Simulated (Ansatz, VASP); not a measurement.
One calculation of Pb, two programs

```
Pb
1.0
     0.00000    3.38070    3.38070
     3.38070    0.00000    3.38070
     3.38070    3.38070    0.00000
Pb
2
Direct
  0.00000 0.00000 0.00000
  0.25000 0.25000 0.25000
```

Change from the starting cell: volume scaled by 0.95, crystal datasets.

Alike in both runs: task electric field gradients; functional LDA; k mesh 8 × 8 × 8; occupations fermi-dirac, width 0.05 eV; no spin polarisation.

|  | VASP | Ansatz |
| --- | --- | --- |
| version | VASP 6.6.1 | Ansatz 0.2.0 |
| potentials or method | VASP PAW LDA potentials, release 64 (Pb_d), cutoff 520 eV | all-electron PAW with datasets made for the crystal, scalar-relativistic |

```tsv
	VASP	Ansatz	Ansatz less VASP
pressure (GPa)	1.1	1.0	-0.04
```

LDA's correlation is that of Perdew and Zunger in VASP and of Perdew and Wang (1992) in Ansatz. Ansatz ran all-electron here, and VASP with PAW potentials.

Neither program's run includes spin-orbit coupling.
